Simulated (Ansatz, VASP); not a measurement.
# Mg3CO3 in VASP and in Ansatz

```
O Mg C
1.0
     3.00859    0.00000    0.00000
    -1.50429    2.60552    0.00000
     0.00000    0.00000   23.07900
O Mg C
3 3 1
Direct
  0.33333 0.66667 0.17332
  0.00000 0.00000 0.27976
  0.66667 0.33333 0.38785
  0.66667 0.33333 0.22654
  0.33333 0.66667 0.32819
  0.00000 0.00000 0.43672
  0.44444 0.55556 0.53767
```

Alike in both runs: task single point; functional PBE; k mesh 9 × 9 × 1; occupations gaussian, width 0.05 eV; collinear spin.

|  | VASP | Ansatz |
| --- | --- | --- |
| version | VASP 6.6.1 | Ansatz 0.2.0 |
| potentials or method | VASP PAW PBE potentials, release 64 (O, Mg, C), cutoff 520 eV | scalar-relativistic, plane waves, PAW |
| valence electrons in the cell | 28 | 52 |

|  | VASP | Ansatz | Ansatz less VASP |
| --- | --- | --- | --- |
| gap on the k mesh at the Fermi level (eV) | none | none | - |
| rms of the force components (eV/Å) | 0.847 | 0.818 | -0.0295 |
| net moment per atom (μB) | 0.11 | 0.23 | +0.121 |
| size of the moment on the site where the two differ most (μB) | 0.00 | 0.77 | +0.773 |

The net moments are unlike, so the other rows may belong to different states. Site moments also hang on the region over which each program counts them. A gap of «none» marks a metal or a gap that the smearing closes. VASP's potentials hold 28 valence electrons a cell and Ansatz's 52, so a difference there can come from the potentials and not from the codes. Ansatz's warnings: stability check not made, vacuum below fermi.
